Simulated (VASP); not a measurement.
# Ge3N (P6_3/mcm) in VASP: a series of runs

The runs below take Ge3N through single point, relaxation of cell and atoms, with PBE.

Everything below comes from runs of VASP 6.6.1. Logs are shortened: lines on timing, memory, paths and dates and some standing lists are left out, and cuts for length are marked.

## 1. The cell of the first run

Symmetry: P6_3/mcm, No. 193, hexagonal system. The conventional cell has a = 5.137 Å, b = 5.137 Å, c = 5.723 Å, α = 90.00°, β = 90.00°, γ = 120.00°. Ge (site symmetry m2m) has 2 N at 2.25 Å and 6 Ge at 2.94 to 3.02 Å within 3.1 Å. N (site symmetry -3m) has 6 Ge at 2.25 Å and 2 N at 2.86 Å within 3.0 Å.

The cell was built from a structure type or drawn by symmetry, and may not be a known phase.

## 2. Single point, PBE

Contents of INCAR:

```
SYSTEM = Ge3N
PREC     = Accurate       ! precision mode
ENCUT    = 520            ! plane-wave cutoff, eV
EDIFF    = 1E-7           ! SCF threshold, eV
ISMEAR   = 0              ! smearing method
SIGMA    = 0.1            ! smearing width, eV
LREAL    = .False.        ! projectors in reciprocal space
LASPH    = .True.         ! aspherical terms in the spheres
NELM     = 100            ! most SCF steps
ALGO     = Normal         ! electronic algorithm
ISIF     = 2              ! what is computed and relaxed
LWAVE    = .False.        ! write WAVECAR
LCHARG   = .True.         ! write CHGCAR
GGA      = PE             ! functional
LELF     = .True.         ! ELF
LVHAR    = .True.       
NBANDS   = 57             ! bands
```

Contents of KPOINTS:

```
Automatic mesh
0
Gamma
  12 12 8
  0 0 0
```

Contents of POSCAR:

```
Ge3N
1.0
    5.1373827163      0.0000000000      0.0000000000
   -2.5686913582      4.4491039413      0.0000000000
    0.0000000000      0.0000000000      5.7230465459
Ge N
6 2
Direct
    0.3390044759      0.0000000000      0.2500000000
    0.3390044759      0.3390044759      0.7500000000
    0.0000000000      0.3390044759      0.2500000000
    0.6609955241      0.0000000000      0.7500000000
    0.6609955241      0.6609955241      0.2500000000
    0.0000000000      0.6609955241      0.7500000000
    0.0000000000      0.0000000000      0.0000000000
    0.0000000000      0.0000000000      0.5000000000
```

Potentials or basis: VASP PAW PBE potentials, release 64 (Ge_d, N).

Launch:

```
$ cat potpaw_PBE.64/Ge_d/POTCAR potpaw_PBE.64/N/POTCAR > POTCAR
$ mpirun -np 1 vasp_std > vasp.out
```

OUTCAR:

```text
SYSTEM = Ge3N
   PREC = Accurate
   ENCUT = 520
   EDIFF = 1E-7
   ISMEAR = 0
   LREAL = .False.
   LASPH = .True.
   NELM = 100
   ISIF = 2
   GGA = PE

 ion  position               nearest neighbor table
   1  0.339  0.000  0.250-   7 2.25   8 2.25
   2  0.339  0.339  0.750-   7 2.25   8 2.25
   3  0.000  0.339  0.250-   7 2.25   8 2.25
   4  0.661  0.000  0.750-   7 2.25   8 2.25
   5  0.661  0.661  0.250-   7 2.25   8 2.25
   6  0.000  0.661  0.750-   7 2.25   8 2.25
   7  0.000  0.000  0.000-   2 2.25   5 2.25   4 2.25   1 2.25   3 2.25   6 2.25
   8  0.000  0.000  0.500-   2 2.25   5 2.25   4 2.25   1 2.25   3 2.25   6 2.25

  LATTYP: Found a hexagonal cell.
 ALAT       =     5.1373827163
 C/A-ratio  =     1.1140004282

  Lattice vectors:

 A1 = (   5.1373827163,   0.0000000000,   0.0000000000)
 A2 = (  -2.5686913582,   4.4491039413,   0.0000000000)
 A3 = (   0.0000000000,   0.0000000000,   5.7230465459)

Analysis of symmetry for initial positions (statically):
=====================================================================
 Subroutine PRICEL returns:
 Original cell was already a primitive cell.

 Routine SETGRP: Setting up the symmetry group for a
 hexagonal supercell.

 Subroutine GETGRP returns: Found 24 space group operations
 (whereof 12 operations were pure point group operations)
 out of a pool of 24 trial point group operations.

The static configuration has the point symmetry D_3d.
 The point group associated with its full space group is D_6h.

Analysis of symmetry for dynamics (positions and initial velocities):
=====================================================================
 Subroutine PRICEL returns:
 Original cell was already a primitive cell.

 Routine SETGRP: Setting up the symmetry group for a
 hexagonal supercell.

 Subroutine GETGRP returns: Found 24 space group operations
 (whereof 12 operations were pure point group operations)
 out of a pool of 24 trial point group operations.

The dynamic configuration has the point symmetry D_3d.
 The point group associated with its full space group is D_6h.

 Subroutine INISYM returns: Found 24 space group operations
 (whereof 12 operations are pure point group operations),
 and found     1 'primitive' translations

----------------------------------------------------------------------------------------

                                     Primitive cell

  volume of cell :     130.8102

  direct lattice vectors                    reciprocal lattice vectors
     5.137382716  0.000000000  0.000000000     0.194651646  0.112382180  0.000000000
    -2.568691358  4.449103941  0.000000000     0.000000000  0.224764360  0.000000000
     0.000000000  0.000000000  5.723046546     0.000000000  0.000000000  0.174732110

  length of vectors
     5.137382716  5.137382716  5.723046546     0.224764360  0.224764360  0.174732110

  position of ions in fractional coordinates (direct lattice)
     0.339004476  0.000000000  0.250000000
     0.339004476  0.339004476  0.750000000
     0.000000000  0.339004476  0.250000000
     0.660995524  0.000000000  0.750000000
     0.660995524  0.660995524  0.250000000
     0.000000000  0.660995524  0.750000000
     0.000000000  0.000000000  0.000000000
     0.000000000  0.000000000  0.500000000

  ion indices of the primitive-cell ions
   primitive index   ion index
                 1           1
                 2           2
                 3           3
                 4           4
                 5           5
                 6           6
                 7           7
                 8           8

----------------------------------------------------------------------------------------

 KPOINTS: Automatic mesh

Automatic generation of k-mesh.
 Grid dimensions read from file:
 generate k-points for:   12   12    8

 Generating k-lattice:

  Cartesian coordinates                     Fractional coordinates (reciprocal lattice)
     0.016220970  0.009365182  0.000000000     0.083333333  0.000000000  0.000000000
     0.000000000  0.018730363  0.000000000     0.000000000  0.083333333  0.000000000
     0.000000000  0.000000000  0.021841514     0.000000000  0.000000000  0.125000000

  Length of vectors
     0.018730363  0.018730363  0.021841514

  Shift w.r.t. Gamma in fractional coordinates (k-lattice)
     0.000000000  0.000000000  0.000000000

 Subroutine IBZKPT returns following result:
 ===========================================

 Found     95 irreducible k-points:

 Following reciprocal coordinates:
            Coordinates               Weight
  0.000000  0.000000  0.000000      1.000000
  0.083333  0.000000  0.000000      6.000000
  0.166667  0.000000  0.000000      6.000000
  0.250000  0.000000  0.000000      6.000000
  0.333333  0.000000  0.000000      6.000000
  0.416667  0.000000  0.000000      6.000000
[... 16 lines left out ...]
  0.250000  0.000000  0.125000     12.000000
  0.333333  0.000000  0.125000     12.000000
 [... further k-points ...]
[... 34 lines left out ...]
   EFERMI_NEDOS =   21; number of points for ismear=-14 and -15
   IALGO  =     38    algorithm
   IMIX   =      4    mixing-type and parameters
     AMIX     =   0.40;   BMIX     =  1.00
     AMIX_MAG =   1.60;   BMIX_MAG =  1.00
  volume/ion in A,a.u.               =      16.35       110.34
  Fermi-wavevector in a.u.,A,eV,Ry     =   1.466347  2.770995 29.254902  2.150175
  Thomas-Fermi vector in A             =   2.582096
   LORBIT       =      0    0 simple, 1 ext, 2 COOP (PROOUT), +10 PAW based schemes
   GGA     = PE    functional components
   LHFCALC =     F    Hartree Fock is set to
   AEXX    =    0.0000 exact exchange contribution
   IVDW    =     0    specifies the selected vdW correction
   LEPSILON=     F    determine dielectric tensor
   LRPA    =     F    only Hartree local field effects (RPA)
 non-spin polarized calculation
 Gauss-broadening in eV      SIGMA  =   0.10
  energy-cutoff  :      520.00
  volume of cell :      130.81
 maximum number of plane-waves:      3551
 NGX is ok and might be reduce to    40
   NGX = 19   NGY = 19   NGZ = 21

 number of electron      93.9999942 magnetization

 Free energy of the ion-electron system (eV)
  ---------------------------------------------------
  ext. energy  EPLUGINS =         0.00000000
  ---------------------------------------------------
  free energy    TOTEN  =       -38.24373329 eV

  energy without entropy =      -38.21533839  energy(sigma->0) =      -38.22953584

 E-fermi :   6.7087     XC(G=0): -11.2213

 val. band max:        6.7085106464   @ k =   0.3333   0.2500   0.3750
 cond. band min:       6.7101809976   @ k =   0.1667   0.0000   0.2500
 fundamental gap:      0.0016703512
 Fermi energy:         6.7087179781

 k-point     1 :       0.0000    0.0000    0.0000
  band No.  band energies     occupation
      1     -18.3908      2.00000
      2     -18.3881      2.00000
      3     -18.3740      2.00000
      4     -18.3620      2.00000
      5     -18.3474      2.00000
      6     -18.3474      2.00000
[... 49 lines left out ...]
     56      12.6072      0.00000
     57      12.8670      0.00000

 k-point     2 :       0.0833    0.0000    0.0000
  band No.  band energies     occupation
      1     -18.3909      2.00000
      2     -18.3869      2.00000
      3     -18.3728      2.00000
      4     -18.3619      2.00000
      5     -18.3479      2.00000
      6     -18.3475      2.00000
[... 49 lines left out ...]
     56      12.5761      0.00000
     57      12.6960      0.00000

 k-point     3 :       0.1667    0.0000    0.0000
  band No.  band energies     occupation
      1     -18.3910      2.00000
      2     -18.3838      2.00000
      3     -18.3696      2.00000
      4     -18.3618      2.00000
      5     -18.3548      2.00000
      6     -18.3492      2.00000
[... 1194 lines left out ...]
      1     -18.3897      2.00000
      2     -18.3800      2.00000
      3     -18.3703      2.00000
      4     -18.3660      2.00000
      5     -18.3610      2.00000
      6     -18.3556      2.00000
[... 49 lines left out ...]
     56      11.6752      0.00000
     57      11.6866      0.00000

 k-point    24 :       0.3333    0.0000    0.1250
  band No.  band energies     occupation
      1     -18.3899      2.00000
      2     -18.3870      2.00000
      3     -18.3721      2.00000
      4     -18.3697      2.00000
      5     -18.3618      2.00000
      6     -18.3581      2.00000
[... 49 lines left out ...]
     56      10.9766      0.00000
     57      11.2373      0.00000

 [... further k-points ...]

------------------------ aborting loop because EDIFF is reached ----------------------------------------

  FORCE on cell =-STRESS in cart. coord.  units (eV):
  Direction    XX          YY          ZZ          XY          YZ          ZX
  --------------------------------------------------------------------------------------
  -------------------------------------------------------------------------------------
  Total        0.0312702      0.0312702      0.0242046     -0.0000000      0.0000000      0.0000000
  in kB        0.3830006      0.3830006      0.2964604     -0.0000000      0.0000000      0.0000000
  external PRESSURE =       0.3541539 kB  Pullay stress =       0.0000000 kB

 VOLUME and BASIS-vectors are now :
 -----------------------------------------------------------------------------
  energy-cutoff  :      520.00
  volume of cell :      130.81
      direct lattice vectors                 reciprocal lattice vectors
     5.137382716  0.000000000  0.000000000     0.194651646  0.112382180  0.000000000
    -2.568691358  4.449103941  0.000000000     0.000000000  0.224764360  0.000000000
     0.000000000  0.000000000  5.723046546     0.000000000  0.000000000  0.174732110

 POSITION                                       TOTAL-FORCE (eV/Angst)
 -----------------------------------------------------------------------------------
      1.74160      0.00000      1.43076         0.012375      0.000000      0.000000
      0.87080      1.50827      4.29228         0.006188      0.010717     -0.000000
     -0.87080      1.50827      1.43076        -0.006188      0.010717      0.000000
      3.39579      0.00000      4.29228        -0.012375      0.000000      0.000000
      1.69789      2.94084      1.43076        -0.006188     -0.010717      0.000000
     -1.69789      2.94084      4.29228         0.006188     -0.010717     -0.000000
      0.00000      0.00000      0.00000         0.000000      0.000000      0.000000
      0.00000      0.00000      2.86152         0.000000      0.000000      0.000000
 -----------------------------------------------------------------------------------
    total drift:                               -0.000000     -0.000000     -0.000000

  FREE ENERGIE OF THE ION-ELECTRON SYSTEM (eV)
  ---------------------------------------------------
  free  energy   TOTEN  =       -38.2437332891 eV

  energy  without entropy=      -38.2153383877  energy(sigma->0) =      -38.22953584
```

Wall time 8.1 min (1 thread of Intel Xeon 6975P-C (Granite Rapids), shared host); peak memory 0.59 GiB.

Results:

| Property | Result |
| --- | --- |
| Free energy | -38.2437 eV |
| Pressure | 0.0 GPa |
| Largest force | 0.012 eV/Å |
| Band gap on the k mesh | zero (bands 47 and 48 overlap by 2.69 eV) |

Forces on the atoms (eV/Å):
```
Ge   0.012  0.000  0.000
Ge   0.006  0.011  0.000
Ge  -0.006  0.011  0.000
Ge  -0.012  0.000  0.000
Ge  -0.006 -0.011  0.000
Ge   0.006 -0.011  0.000
N    0.000  0.000  0.000
N    0.000  0.000  0.000
```

Levels at points of the mesh, in eV from the Fermi level:
| k point | band 45 | band 46 | band 47 | band 48 | band 49 | band 50 |
| --- | --- | --- | --- | --- | --- | --- |
| (0.00, 0.00, 0.00) | -2.34 | -2.34 | -1.98 | -1.98 | -0.98 | 0.75 |
| (0.50, 0.00, 0.00) | -2.36 | -1.56 | 0.11 | 0.43 | 1.22 | 2.23 |
| (0.00, 0.00, 0.50) | -2.52 | -2.52 | 0.71 | 0.71 | 0.75 | 0.75 |
| (0.50, 0.00, 0.50) | -0.71 | -0.71 | 0.08 | 0.08 | 1.76 | 1.76 |

## 3. Single point, PBE

Contents of INCAR:

```
  PREC = Accurate
  ENCUT = 520
  EDIFF = 1E-6
  ISMEAR = 0
  SIGMA = 0.1
  LREAL = False
  LASPH = True
  NELM = 100
  ALGO = Normal
  ISIF = 2
  LWAVE = False
  LCHARG = False
  GGA = PE
  NBANDS = 57
```

Contents of KPOINTS:

```
regular mesh
0
Gamma
  12 12 6
```

Contents of POSCAR:

```
Ge3N
1.0
    5.1273838576      0.0000000000      0.0000000000
   -2.5636919288      4.4404446757      0.0000000000
    0.0000000000      0.0000000000      5.7552297061
Ge N
6 2
Direct
    0.3385186833      0.0000000000      0.2500000000
    0.3385186833      0.3385186833      0.7500000000
    0.0000000000      0.3385186833      0.2500000000
    0.6614813167      0.0000000000      0.7500000000
    0.6614813167      0.6614813167      0.2500000000
    0.0000000000      0.6614813167      0.7500000000
    0.0000000000      0.0000000000      0.0000000000
    0.0000000000      0.0000000000      0.5000000000
```

Potentials or basis: VASP PAW PBE potentials, release 64 (Ge_d, N).

Launch:

```
$ cat potpaw_PBE.64/Ge_d/POTCAR potpaw_PBE.64/N/POTCAR > POTCAR
$ mpirun -np 1 vasp_std > vasp.out
```

Run time: 14 min. Hardware: 1 thread of Intel Xeon 8259CL, shared host; peak memory 0.52 GiB.

The run converged. Its results:

```
Free energy            : -38.2433 eV
Pressure               : 0.0 GPa
Largest force          : 0.016 eV/Å
Band gap on the k mesh : zero (bands 47 and 48 overlap by 2.67 eV)
```

Forces in eV/Å, atoms in the order of the input:
```
Ge   0.016  0.000  0.000
Ge   0.008  0.014  0.000
Ge  -0.008  0.014  0.000
Ge  -0.016  0.000  0.000
Ge  -0.008 -0.014  0.000
Ge   0.008 -0.014  0.000
N    0.000  0.000  0.000
N    0.000  0.000  0.000
```

Levels at points of the mesh, in eV from the Fermi level:
```
           k point  band 44  band 45  band 46  band 47  band 48  band 49  band 50  band 51
(0.00, 0.00, 0.00)    -2.50    -2.36    -2.36    -2.01    -2.01    -1.01     0.79     0.79
(0.50, 0.00, 0.00)    -2.44    -2.44    -1.53     0.16     0.46     1.21     2.28     2.63
(0.00, 0.00, 0.50)    -4.26    -2.51    -2.51     0.66     0.66     0.70     0.70     0.70
(0.50, 0.00, 0.50)    -2.32    -0.70    -0.70     0.09     0.09     1.75     1.75     1.87
```

## 4. Relaxation of cell and atoms, PBE

This run uses another cell than the first one, of 16.47 Å³/atom.

Contents of INCAR:

```
SYSTEM = Ge3N
  PREC = Accurate
  ENCUT = 600
  EDIFF = 1E-6
  ISMEAR = 0
  SIGMA = 0.1
  LREAL = .False.
  LASPH = .True.
  NELM = 80
  ALGO = Fast
  ISIF = 3
  LWAVE = .False.
  LCHARG = .False.
  GGA = PE
  IBRION = 2
  NSW = 100
  EDIFFG = -0.01
```

Contents of KPOINTS:

```
regular mesh
0
Gamma
  12 12 6
  0 0 0
```

Contents of POSCAR:

```
Ge3N
1.0
    5.1116213114      0.0000000000      0.0000000000
   -2.5558106557      4.4267939102      0.0000000000
    0.0000000000      0.0000000000      5.8220047602
Ge N
6 2
Direct
    0.3386472252      0.0000000000      0.2500000000
    0.3386472252      0.3386472252      0.7500000000
    0.0000000000      0.3386472252      0.2500000000
    0.6613527748      0.0000000000      0.7500000000
    0.6613527748      0.6613527748      0.2500000000
    0.0000000000      0.6613527748      0.7500000000
    0.0000000000      0.0000000000      0.0000000000
    0.0000000000      0.0000000000      0.5000000000
```

Launch:

```
$ cat potpaw_PBE.64/Ge_d/POTCAR potpaw_PBE.64/N/POTCAR > POTCAR
$ mpirun -np 1 vasp_std > vasp.out
```

Wall time 64 min (1 thread of Oxide Virtual Turin-like, shared host); peak memory 0.58 GiB.

Results (log left out):

```
Free energy                           : -38.2480 eV
Relaxed volume                        : 16.39 Å³/atom
Relaxed cell                          : a = 5.128 Å, b = 5.128 Å, c = 5.757 Å, α = 90.00°, β = 90.00°, γ = 120.00°
Space group after relaxing (to 0.1 Å) : P6_3/mcm (No. 193)
Energy gained by relaxing             : 0.6 meV/atom
Ionic steps                           : 5
Pressure after relaxing               : 0.0 GPa
Largest force after relaxing          : 0.006 eV/Å
Band gap on the k mesh                : zero (bands 47 and 48 overlap by 2.66 eV)
```

Forces in eV/Å, atoms in the order of the input:
```
Ge   0.006  0.000  0.000
Ge   0.003  0.005  0.000
Ge  -0.003  0.005  0.000
Ge  -0.006  0.000  0.000
Ge  -0.003 -0.005  0.000
Ge   0.003 -0.005  0.000
N    0.000  0.000  0.000
N    0.000  0.000  0.000
```

Step by step:
```
step  energy change (eV)  largest force (eV/Å)  pressure (GPa)  volume (Å³)
   1              0.0000                0.0062           -0.21       131.74
   2             -0.0031                0.0092           -0.02       131.33
   3             -0.0045                0.0272            0.26       130.83
   4             -0.0047                0.0141           -0.19       131.30
   5             -0.0049                0.0056           -0.02       131.10
```

Final structure:
```
CELL_PARAMETERS angstrom
5.12773 0.00000 0.00000
-2.56386 4.44074 0.00000
0.00000 0.00000 5.75727
ATOMIC_POSITIONS crystal
Ge 0.33869 0.00000 0.25000
Ge 0.33869 0.33869 0.75000
Ge 0.00000 0.33869 0.25000
Ge 0.66131 0.00000 0.75000
Ge 0.66131 0.66131 0.25000
Ge 0.00000 0.66131 0.75000
N 0.00000 0.00000 0.00000
N 0.00000 0.00000 0.50000
```

Levels at points of the mesh, in eV from the Fermi level:
| k point | band 44 | band 45 | band 46 | band 47 | band 48 | band 49 | band 50 | band 51 |
| --- | --- | --- | --- | --- | --- | --- | --- | --- |
| (0.00, 0.00, 0.00) | -2.49 | -2.36 | -2.36 | -2.00 | -2.00 | -1.02 | 0.78 | 0.78 |
| (0.50, 0.00, 0.00) | -2.44 | -2.43 | -1.53 | 0.17 | 0.46 | 1.21 | 2.27 | 2.63 |
| (0.00, 0.00, 0.50) | -4.26 | -2.51 | -2.51 | 0.66 | 0.66 | 0.70 | 0.70 | 0.70 |
| (0.50, 0.00, 0.50) | -2.31 | -0.70 | -0.70 | 0.09 | 0.09 | 1.75 | 1.75 | 1.87 |

## 5. The runs side by side

```csv
task,cell,k mesh,cutoff (eV),gap on the mesh (eV),pressure (GPa),largest force (eV/Å)
single point,"a = 5.137, b = 5.137, c = 5.723 Å, angles 90.0, 90.0, 120.0°, 8 atoms",12 × 12 × 8,520,none,0.0,0.01
single point,"a = 5.127, b = 5.127, c = 5.755 Å, angles 90.0, 90.0, 120.0°, 8 atoms",12 × 12 × 6,520,none,0.0,0.02
relaxation of cell and atoms,"relaxed from a = 5.112, b = 5.112, c = 5.822 Å, angles 90.0, 90.0, 120.0°, 8 atoms",12 × 12 × 6,600,none,0.0,0.01
```

Alike in all rows: level PBE; potentials or basis VASP PAW PBE potentials, release 64 (Ge_d, N); no spin polarisation; smearing gaussian 0.1 eV.

Total energies depend on the potentials used, so only differences within one code and one set of settings carry meaning.
